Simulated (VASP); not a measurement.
A run of VASP 6.6.1:

INCAR

```
  ALGO = Normal
  EDIFF = 1E-6
  ENCUT = 520
  GGA = PE
  ISIF = 2
  ISMEAR = 0
  LASPH = True
  LCHARG = False
  LREAL = False
  LWAVE = False
  NBANDS = 18
  NELM = 60
  PREC = Accurate
  SIGMA = 0.1
```

Contents of KPOINTS:

```
k-points
0
Gamma
  6 6 6
```

POSCAR

```
TiAl3
1.0
   -1.9111067700      1.9111067700      4.2806687900
    1.9111067700     -1.9111067700      4.2806687900
    1.9111067700      1.9111067700     -4.2806687900
Ti Al
1 3
Direct
    0.0000000000      0.0000000000      0.0000000000
    0.5000000000      0.5000000000      0.0000000000
    0.7500000000      0.2500000000      0.5000000000
    0.2500000000      0.7500000000      0.5000000000
```

Potentials or basis: VASP PAW PBE potentials, release 64 (Ti_sv, Al).

The run is started by

```bash
$ cat potpaw_PBE.64/Ti_sv/POTCAR potpaw_PBE.64/Al/POTCAR > POTCAR
$ mpirun -np 1 vasp_std > vasp.out
```

Hardware: 1 thread of AMD EPYC 7R43 64-Core Processor (Zen 3), on a shared host.

Question: How long does it take, and how much memory?

Answer: Wall time 44 s on 1 thread of AMD EPYC 7R43 64-Core Processor (Zen 3), with other jobs on the host, peak memory 0.21 GiB. Counts: scf iterations 13, k points 30.
